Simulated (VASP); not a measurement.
ZnGe2P6:

```
Ge P Zn
1.0
     3.61860    2.08920    3.26910
    -3.61860    2.08920    3.26910
     0.00000   -4.17839    3.26910
Ge P Zn
2 6 1
Cartesian
  0.0000 0.0000 2.5664
  0.0000 0.0000 7.2409
  1.8929 -1.0929 5.9654
  0.0000 2.1857 5.9654
  -1.8929 -1.0929 5.9654
  -1.8929 1.0929 3.8419
  1.8929 1.0929 3.8419
  0.0000 -2.1857 3.8419
  0.0000 0.0000 4.9036
```

- Program: VASP 6.6.1
- Task: relaxation of cell and atoms
- Functional: PBE
- Dispersion: D3(BJ)
- Potentials or basis: VASP PAW PBE potentials, release 64 (Ge_d, P, Zn)
- Cutoff: 600 eV
- k mesh: 6 × 6 × 6
- Occupations: gaussian, width 0.1 eV
- Spin: no spin polarisation

At the start: pressure 5.9 GPa; volume 16.48 Å³/atom.

Problem. How do energy, volume and symmetry change on relaxing?

Solution. Over 21 steps the energy falls by 178.2 meV/atom and the volume is 17.82 Å³/atom (+8.2 %); space group R-3m (No. 166, to 0.1 Å) before and after.

Step by step:
| step | energy change (eV) | largest force (eV/Å) | pressure (GPa) | volume (Å³) |
| --- | --- | --- | --- | --- |
| 1 | 0.0000 | 2.5646 | 5.85 | 148.29 |
| 2 | -0.8348 | 0.6764 | -2.66 | 161.45 |
| 3 | -0.8540 | 0.6872 | -3.80 | 164.24 |
| 4 | -1.1582 | 0.4925 | -0.05 | 157.61 |
| 5 | -1.1721 | 0.6482 | 1.00 | 156.06 |
| 6 | -1.3327 | 0.5006 | 0.85 | 155.62 |
| 7 | -1.4267 | 0.4254 | 0.77 | 154.85 |
| 8 | -1.5227 | 0.2993 | -0.38 | 157.27 |
| 9 | -1.5466 | 0.2797 | -1.22 | 159.12 |
| 10 | -1.5601 | 0.2379 | 1.41 | 155.80 |
| 11 | -1.5715 | 0.0507 | 0.31 | 157.13 |
| 12 | -1.5823 | 0.0731 | 0.32 | 157.45 |
| 13 | -1.5905 | 0.1601 | 0.32 | 158.27 |
| 14 | -1.5950 | 0.1611 | -0.25 | 159.38 |
| 15 | -1.5950 | 0.1592 | -0.22 | 159.35 |
| 16 | -1.5992 | 0.1050 | 0.07 | 159.08 |
| 17 | -1.6000 | 0.0728 | 0.20 | 158.93 |
| 18 | -1.6001 | 0.0632 | 0.23 | 158.89 |
| 19 | -1.6015 | 0.0533 | 0.05 | 159.45 |
| 20 | -1.6023 | 0.0344 | -0.19 | 160.32 |
| 21 | -1.6035 | 0.0251 | -0.10 | 160.42 |

Final structure:
```yaml
crystal:
  lattice:
    - [3.46406, 1.99998, 3.85930]
    - [-3.46406, 1.99998, 3.85930]
    - [0.00000, -3.99995, 3.85930]
  atoms:
    - { symbol: Ge, position: [0.22427, 0.22427, 0.22427] }
    - { symbol: Ge, position: [0.77573, 0.77573, 0.77573] }
    - { symbol: P, position: [0.79503, 0.30314, 0.79503] }
    - { symbol: P, position: [0.79503, 0.79503, 0.30314] }
    - { symbol: P, position: [0.30314, 0.79503, 0.79503] }
    - { symbol: P, position: [0.20497, 0.69686, 0.20497] }
    - { symbol: P, position: [0.69686, 0.20497, 0.20497] }
    - { symbol: P, position: [0.20497, 0.20497, 0.69686] }
    - { symbol: Zn, position: [0.50000, 0.50000, 0.50000] }
```
